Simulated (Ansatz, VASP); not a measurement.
**Two plane-wave programs on NaHfO**

```xyz
6
Lattice="4.3711 0.0000 0.0000 0.0000 4.3711 0.0000 0.0000 0.0000 5.6035" Properties=species:S:1:pos:R:3 pbc="T T T"
Na    2.1855    2.1855    4.1387
Na    2.1855    2.1855    1.4648
Hf    2.1855    0.0000    2.8017
Hf    0.0000    2.1855    2.8017
O     2.1855    0.0000    0.0000
O     0.0000    2.1855    0.0000
```

Alike in both runs: task single point; functional PBE; k mesh 4 × 4 × 4; occupations gaussian, width 0.1 eV; no spin polarisation.

|  | VASP | Ansatz |
| --- | --- | --- |
| version | VASP 6.6.1 | Ansatz 0.2.0 |
| potentials or method | VASP PAW PBE potentials, release 64 (Na_pv, Hf_pv, O), cutoff 520 eV | scalar-relativistic, plane waves, PAW |
| valence electrons in the cell | 46 | 82 |

|  | VASP | Ansatz | Ansatz less VASP |
| --- | --- | --- | --- |
| gap on the k mesh at the Fermi level (eV) | none | none | - |
| pressure (GPa) | 4.2 | 4.3 | +0.14 |
| traceless stress, the component that is largest in VASP (GPa) | -30.90 | -30.79 | +0.110 |
| rms of the force components (eV/Å) | 2.172 | 2.175 | +0.0026 |

Atom by atom the forces differ by 0.003 eV/Å (rms over components). A gap of «none» marks a metal or a gap that the smearing closes. VASP's potentials hold 46 valence electrons a cell and Ansatz's 82, so a difference there can come from the potentials and not from the codes.

Neither program's run includes spin-orbit coupling.
